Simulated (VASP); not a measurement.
# GaAs (F-43m) in VASP: single point with PBEsol

Aim: the single point of GaAs with PBEsol.

All numbers are computed with VASP 6.6.1; they aren't measurements. Logs are shortened: lines on timing, memory, paths and dates and some standing lists are left out, and cuts for length are marked.

**1. The cell of the first run**

It takes space group F-43m (No. 216, cubic). Conventional cell: a = 5.654 Å, b = 5.654 Å, c = 5.654 Å, α = 90.00°, β = 90.00°, γ = 90.00°. Ga (site symmetry -43m) has 4 As at 2.45 Å within 3.2 Å. As (site symmetry -43m) has 4 Ga at 2.45 Å within 3.2 Å.

**2. Single point, PBEsol**

File INCAR:

```
PREC = Accurate
ENCUT = 520
EDIFF = 1E-6
ISMEAR = 0
SIGMA = 0.01
LREAL = F
LASPH = T
NELM = 100
ALGO = Normal
ISIF = 2
LWAVE = F
LCHARG = F
GGA = PS
NBANDS = 16
```

File KPOINTS:

```
regular mesh
0
Gamma
  4 4 4
```

File POSCAR:

```
GaAs
1.0
    0.0000000000      2.8268500000      2.8268500000
    2.8268500000      0.0000000000      2.8268500000
    2.8268500000      2.8268500000      0.0000000000
Ga As
1 1
Direct
    0.0000000000      0.0000000000      0.0000000000
    0.2500000000      0.2500000000      0.2500000000
```

Potentials or basis: VASP PAW PBE potentials, release 64 (Ga_d, As).

Command:

```console
$ cat potpaw_PBE.64/Ga_d/POTCAR potpaw_PBE.64/As/POTCAR > POTCAR
$ mpirun -np 1 vasp_std > vasp.out
```

OUTCAR:

```text
PREC = Accurate
   ENCUT = 520
   EDIFF = 1E-6
   ISMEAR = 0
   LREAL = F
   LASPH = T
   NELM = 100
   ISIF = 2
   GGA = PS

 ion  position               nearest neighbor table
   1  0.000  0.000  0.000-   2 2.45   2 2.45   2 2.45   2 2.45
   2  0.250  0.250  0.250-   1 2.45   1 2.45   1 2.45   1 2.45

  LATTYP: Found a face centered cubic cell.
 ALAT       =     5.6537000000

  Lattice vectors:

 A1 = (   0.0000000000,   2.8268500000,   2.8268500000)
 A2 = (   2.8268500000,   0.0000000000,   2.8268500000)
 A3 = (   2.8268500000,   2.8268500000,   0.0000000000)

Analysis of symmetry for initial positions (statically):
=====================================================================
 Subroutine PRICEL returns:
 Original cell was already a primitive cell.

 Routine SETGRP: Setting up the symmetry group for a
 face centered cubic supercell.

 Subroutine GETGRP returns: Found 24 space group operations
 (whereof 24 operations were pure point group operations)
 out of a pool of 48 trial point group operations.

The static configuration has the point symmetry T_d .

Analysis of symmetry for dynamics (positions and initial velocities):
=====================================================================
 Subroutine PRICEL returns:
 Original cell was already a primitive cell.

 Routine SETGRP: Setting up the symmetry group for a
 face centered cubic supercell.

 Subroutine GETGRP returns: Found 24 space group operations
 (whereof 24 operations were pure point group operations)
 out of a pool of 48 trial point group operations.

The dynamic configuration has the point symmetry T_d .

 Subroutine INISYM returns: Found 24 space group operations
 (whereof 24 operations are pure point group operations),
 and found     1 'primitive' translations

----------------------------------------------------------------------------------------

                                     Primitive cell

  volume of cell :      45.1792

  direct lattice vectors                    reciprocal lattice vectors
     0.000000000  2.826850000  2.826850000    -0.176875321  0.176875321  0.176875321
     2.826850000  0.000000000  2.826850000     0.176875321 -0.176875321  0.176875321
     2.826850000  2.826850000  0.000000000     0.176875321  0.176875321 -0.176875321

  length of vectors
     3.997769609  3.997769609  3.997769609     0.306357042  0.306357042  0.306357042

  position of ions in fractional coordinates (direct lattice)
     0.000000000  0.000000000  0.000000000
     0.250000000  0.250000000  0.250000000

  ion indices of the primitive-cell ions
   primitive index   ion index
                 1           1
                 2           2

----------------------------------------------------------------------------------------

 KPOINTS: regular mesh

Automatic generation of k-mesh.
 Grid dimensions read from file:
 generate k-points for:    4    4    4

 Generating k-lattice:

  Cartesian coordinates                     Fractional coordinates (reciprocal lattice)
    -0.044218830  0.044218830  0.044218830     0.250000000  0.000000000  0.000000000
     0.044218830 -0.044218830  0.044218830     0.000000000  0.250000000  0.000000000
     0.044218830  0.044218830 -0.044218830     0.000000000  0.000000000  0.250000000

  Length of vectors
     0.076589260  0.076589260  0.076589260

  Shift w.r.t. Gamma in fractional coordinates (k-lattice)
     0.000000000  0.000000000  0.000000000

 Subroutine IBZKPT returns following result:
 ===========================================

 Found      8 irreducible k-points:

 Following reciprocal coordinates:
            Coordinates               Weight
  0.000000  0.000000  0.000000      1.000000
  0.250000  0.000000  0.000000      8.000000
  0.500000  0.000000  0.000000      4.000000
  0.250000  0.250000  0.000000      6.000000
  0.500000  0.250000  0.000000     24.000000
 -0.250000  0.250000  0.000000     12.000000
  0.500000  0.500000  0.000000      3.000000
 -0.250000  0.500000  0.250000      6.000000
   k-points           NKPTS =      8   k-points in BZ     NKDIM =      8   number of bands    NBANDS=     16
   number of dos      NEDOS =    301   number of ions     NIONS =      2
   total plane-waves  NPLWV =  27000
   dimension x,y,z NGX =    30 NGY =   30 NGZ =   30
   dimension x,y,z NGXF=    60 NGYF=   60 NGZF=   60
   ions per type =               1   1
   NGX,Y,Z   is equivalent  to a cutoff of  12.48, 12.48, 12.48 a.u.
   NGXF,Y,Z  is equivalent  to a cutoff of  24.95, 24.95, 24.95 a.u.
 SYSTEM =  unknown system
   PREC   = accura    normal or accurate (medium, high low for compatibility)
   ISTART =      0    job   : 0-new  1-cont  2-samecut
   ICHARG =      2    charge: 1-file 2-atom 10-const
   ISPIN  =      1    spin polarized calculation?
   LNONCOLLINEAR =      F non collinear calculations
   LSORBIT =      F    spin-orbit coupling
   LASPH  =      T    aspherical Exc in radial PAW
   ENCUT  =  520.0 eV  38.22 Ry    6.18 a.u.   7.43  7.43  7.43*2*pi/ulx,y,z
   NELM   =    100;   NELMIN=  2; NELMDL= -5     # of ELM steps
   EDIFF  = 0.1E-05   stopping-criterion for ELM
   LREAL  =      F    real-space projection
   EDIFFG = 0.1E-04   stopping-criterion for IOM
   NSW    =      0    number of steps for IOM
   IBRION =     -1    ionic relax: 0-MD 1-quasi-New 2-CG
   NFREE  =      0    steps in history (QN), initial steepest desc. (CG)
   ISIF   =      2    stress and relaxation
   ISYM   =      2    0-nonsym 1-usesym 2-fastsym
   POTIM  = 0.5000    time-step for ionic-motion
   TEBEG  =    0.0;   TEEND  =   0.0 temperature during run
   PSTRESS=    0.0 pullay stress
   NELECT =      18.0000    total number of electrons
   NUPDOWN=      -1.0000    fix difference up-down
   EMIN   =  10.00;   EMAX   =-10.00  energy-range for DOS
   EFERMI =   0.00;   METHOD = LEGACY
   ISMEAR =     0;   SIGMA  =   0.01  broadening in eV -4-tet -1-fermi 0-gaus
   EFERMI_NEDOS =   21; number of points for ismear=-14 and -15
   IALGO  =     38    algorithm
   IMIX   =      4    mixing-type and parameters
     AMIX     =   0.40;   BMIX     =  1.00
     AMIX_MAG =   1.60;   BMIX_MAG =  1.00
  volume/ion in A,a.u.               =      22.59       152.44
  Fermi-wavevector in a.u.,A,eV,Ry     =   1.204628  2.276417 19.743799  1.451128
  Thomas-Fermi vector in A             =   2.340347
   LORBIT       =      0    0 simple, 1 ext, 2 COOP (PROOUT), +10 PAW based schemes
   GGA     = PS    functional components
   LHFCALC =     F    Hartree Fock is set to
   AEXX    =    0.0000 exact exchange contribution
   IVDW    =     0    specifies the selected vdW correction
   LEPSILON=     F    determine dielectric tensor
   LRPA    =     F    only Hartree local field effects (RPA)
 non-spin polarized calculation
 Gauss-broadening in eV      SIGMA  =   0.01
  energy-cutoff  :      520.00
  volume of cell :       45.18
 maximum number of plane-waves:      1243
 NGX is ok and might be reduce to    30
   NGX = 15   NGY = 15   NGZ = 15

 number of electron      17.9999995 magnetization

 Free energy of the ion-electron system (eV)
  ---------------------------------------------------
  ext. energy  EPLUGINS =         0.00000000
  ---------------------------------------------------
  free energy    TOTEN  =        -8.90557421 eV

  energy without entropy =       -8.90557421  energy(sigma->0) =       -8.90557421

 E-fermi :   3.9046     XC(G=0):  -9.7492

 val. band max:        3.8565820003   @ k =   0.0000   0.0000   0.0000
 cond. band min:       4.2974760024   @ k =   0.0000   0.0000   0.0000
 fundamental gap:      0.4408940021
 Fermi energy:         3.9046155524

 k-point     1 :       0.0000    0.0000    0.0000
  band No.  band energies     occupation
      1     -10.9774      2.00000
      2     -10.9774      2.00000
      3     -10.9774      2.00000
      4     -10.8990      2.00000
      5     -10.8990      2.00000
      6      -8.9002      2.00000
      7       3.8566      2.00000
      8       3.8566      2.00000
      9       3.8566      2.00000
     10       4.2975      0.00000
     11       7.5089      0.00000
     12       7.5089      0.00000
     13       7.5089      0.00000
     14      11.2248      0.00000
     15      13.9344      0.00000
     16      13.9344      0.00000

 k-point     2 :       0.2500    0.0000    0.0000
  band No.  band energies     occupation
      1     -11.0200      2.00000
      2     -10.9662      2.00000
      3     -10.9662      2.00000
      4     -10.8986      2.00000
      5     -10.8986      2.00000
      6      -8.2027      2.00000
      7      -0.3283      2.00000
      8       3.1674      2.00000
      9       3.1674      2.00000
     10       5.2196      0.00000
     11       8.3789      0.00000
     12       8.3789      0.00000
     13       9.7226      0.00000
     14      12.6153      0.00000
     15      12.7914      0.00000
     16      12.7914      0.00000

 k-point     3 :       0.5000    0.0000    0.0000
  band No.  band energies     occupation
      1     -11.0564      2.00000
      2     -10.9581      2.00000
      3     -10.9581      2.00000
      4     -10.8950      2.00000
      5     -10.8950      2.00000
      6      -7.1150      2.00000
      7      -2.8503      2.00000
      8       2.7004      2.00000
      9       2.7004      2.00000
     10       4.7607      0.00000
     11       8.4057      0.00000
     12       8.4057      0.00000
     13      11.4131      0.00000
     14      14.1335      0.00000
     15      15.6436      0.00000
     16      15.6436      0.00000

 k-point     4 :       0.2500    0.2500    0.0000
  band No.  band energies     occupation
      1     -11.0404      2.00000
      2     -10.9533      2.00000
      3     -10.9533      2.00000
      4     -10.9107      2.00000
      5     -10.8925      2.00000
      6      -7.9657      2.00000
      7      -0.2705      2.00000
      8       2.1391      2.00000
      9       2.1391      2.00000
     10       5.7228      0.00000
     11       7.0333      0.00000
     12      10.4039      0.00000
     13      10.4039      0.00000
     14      11.1889      0.00000
     15      14.9392      0.00000
     16      15.0940      0.00000

 k-point     5 :       0.5000    0.2500    0.0000
  band No.  band energies     occupation
      1     -11.0679      2.00000
      2     -10.9474      2.00000
      3     -10.9420      2.00000
      4     -10.9100      2.00000
      5     -10.8918      2.00000
      6      -6.8237      2.00000
      7      -2.4718      2.00000
      8       0.5659      2.00000
      9       1.7889      2.00000
     10       5.9457      0.00000
     11       8.4854      0.00000
     12       9.9751      0.00000
     13      10.7393      0.00000
     14      14.1312      0.00000
     15      15.8013      0.00000
     16      16.3133      0.00000

 k-point     6 :      -0.2500    0.2500    0.0000
  band No.  band energies     occupation
      1     -11.0531      2.00000
      2     -10.9544      2.00000
      3     -10.9521      2.00000
      4     -10.9009      2.00000
      5     -10.8987      2.00000
      6      -7.2444      2.00000
      7      -1.8363      2.00000
      8       0.4334      2.00000
      9       2.6188      2.00000
     10       6.5013      0.00000
     11       9.3898      0.00000
     12       9.4447      0.00000
     13       9.5834      0.00000
     14      12.1469      0.00000
     15      14.0845      0.00000
     16      16.4196      0.00000

 k-point     7 :       0.5000    0.5000    0.0000
  band No.  band energies     occupation
      1     -11.0879      2.00000
      2     -10.9281      2.00000
      3     -10.9281      2.00000
      4     -10.9250      2.00000
      5     -10.8861      2.00000
      6      -6.3642      2.00000
      7      -3.0242      2.00000
      8       1.1439      2.00000
      9       1.1439      2.00000
     10       5.1722      0.00000
     11       5.4028      0.00000
     12      13.9619      0.00000
     13      13.9619      0.00000
     14      14.7370      0.00000
     15      17.0552      0.00000
     16      17.1377      0.00000

 k-point     8 :      -0.2500    0.5000    0.2500
  band No.  band energies     occupation
      1     -11.0748      2.00000
      2     -10.9466      2.00000
      3     -10.9330      2.00000
      4     -10.9099      2.00000
      5     -10.8949      2.00000
      6      -6.3039      2.00000
      7      -2.8352      2.00000
      8       0.2651      2.00000
      9       0.4520      2.00000
     10       8.4352      0.00000
     11       8.4663      0.00000
     12       9.1655      0.00000
     13       9.7675      0.00000
     14      14.8617      0.00000
     15      16.0005      0.00000
     16      17.0612      0.00000

------------------------ aborting loop because EDIFF is reached ----------------------------------------

  FORCE on cell =-STRESS in cart. coord.  units (eV):
  Direction    XX          YY          ZZ          XY          YZ          ZX
  --------------------------------------------------------------------------------------
  -------------------------------------------------------------------------------------
  Total        0.1711900      0.1711900      0.1711900      0.0000000      0.0000000      0.0000000
  in kB        6.0708650      6.0708650      6.0708650      0.0000000      0.0000000      0.0000000
  external PRESSURE =       6.0708650 kB  Pullay stress =       0.0000000 kB

 VOLUME and BASIS-vectors are now :
 -----------------------------------------------------------------------------
  energy-cutoff  :      520.00
  volume of cell :       45.18
      direct lattice vectors                 reciprocal lattice vectors
     0.000000000  2.826850000  2.826850000    -0.176875321  0.176875321  0.176875321
     2.826850000  0.000000000  2.826850000     0.176875321 -0.176875321  0.176875321
     2.826850000  2.826850000  0.000000000     0.176875321  0.176875321 -0.176875321

 POSITION                                       TOTAL-FORCE (eV/Angst)
 -----------------------------------------------------------------------------------
      0.00000      0.00000      0.00000        -0.000000      0.000000     -0.000000
      1.41342      1.41342      1.41342         0.000000     -0.000000      0.000000
 -----------------------------------------------------------------------------------
    total drift:                                0.000000      0.000000      0.000000

  FREE ENERGIE OF THE ION-ELECTRON SYSTEM (eV)
  ---------------------------------------------------
  free  energy   TOTEN  =        -8.9055742135 eV

  energy  without entropy=       -8.9055742135  energy(sigma->0) =       -8.90557421
```

It took 5.4 s on 1 thread of Intel Xeon Platinum 8488C (Sapphire Rapids), shared host; peak memory 0.16 GiB.

Results:

```yaml
Free_energy: -8.9056 eV
Pressure: 0.6 GPa
Band_gap_on_the_k_mesh: 0.44 eV, direct
```

Levels at points of the mesh, in eV from the valence-band top:
| k point | band 5 | band 6 | band 7 | band 8 | band 9 | band 10 | band 11 | band 12 | band 13 | band 14 |
| --- | --- | --- | --- | --- | --- | --- | --- | --- | --- | --- |
| (0.00, 0.00, 0.00) | -14.76 | -12.76 | 0.00 | 0.00 | 0.00 | 0.44 | 3.65 | 3.65 | 3.65 | 7.37 |
| (0.50, 0.00, 0.00) | -14.75 | -10.97 | -6.71 | -1.16 | -1.16 | 0.90 | 4.55 | 4.55 | 7.56 | 10.28 |
| (0.50, 0.50, 0.00) | -14.74 | -10.22 | -6.88 | -2.71 | -2.71 | 1.32 | 1.55 | 10.11 | 10.11 | 10.88 |

Caveat: the k points lie up to 0.48 Å⁻¹ apart; the PAW data sets were made with another functional, which shifts forces and pressure a little. A k mesh can miss the band edges.
